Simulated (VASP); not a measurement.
Input of a VASP 6.6.1 run:

File INCAR:

```
SYSTEM = NaH
PREC = Accurate ; ENCUT = 400
EDIFF = 1E-8 ; ISMEAR = -1
SIGMA = 0.03 ; LREAL = .False.
LASPH = .True. ; NELM = 120
ALGO = Normal ; ISIF = 2
LWAVE = .False. ; LCHARG = .False.
GGA = PS ; LEFG = .True.
NBANDS = 11 ; GGA_COMPAT = .False.
```

The input KPOINTS:

```
Automatic mesh
0
Gamma
  9 9 9
  0 0 0
```

The input POSCAR:

```
NaH
1.0
    0.0000000000      2.3912000000      2.4400000000
    2.3912000000      0.0000000000      2.4400000000
    2.3912000000      2.3912000000      0.0000000000
Na H
1 1
Direct
    0.0000000000      0.0000000000      0.0000000000
    0.5000000000      0.5000000000      0.5000000000
```

Potentials or basis: VASP PAW PBE potentials, release 64 (Na_pv, H).

Launch:

```sh
$ cat potpaw_PBE.64/Na_pv/POTCAR potpaw_PBE.64/H/POTCAR > POTCAR
$ mpirun -np 1 vasp_std > vasp.out
```

Problem. Estimate the pressure.

Solution. -0.8 GPa.

Problem. Estimate the band gap on the k mesh.

Solution. 3.86 eV (least direct gap 4.62 eV).

Stress tensor (GPa, compression positive):
```
-0.58  0.00  0.00
 0.00 -0.58  0.00
 0.00  0.00 -1.25
```

Caveat: the cell differs from its parent crystal (equal xx and yy strain of -2 %); without QUAD_EFG the Cq values of the log hold for a quadrupole moment of 1 mb, not for the nuclei; the PAW data sets were made with another functional, which shifts forces and pressure a little. A k mesh can miss the band edges.
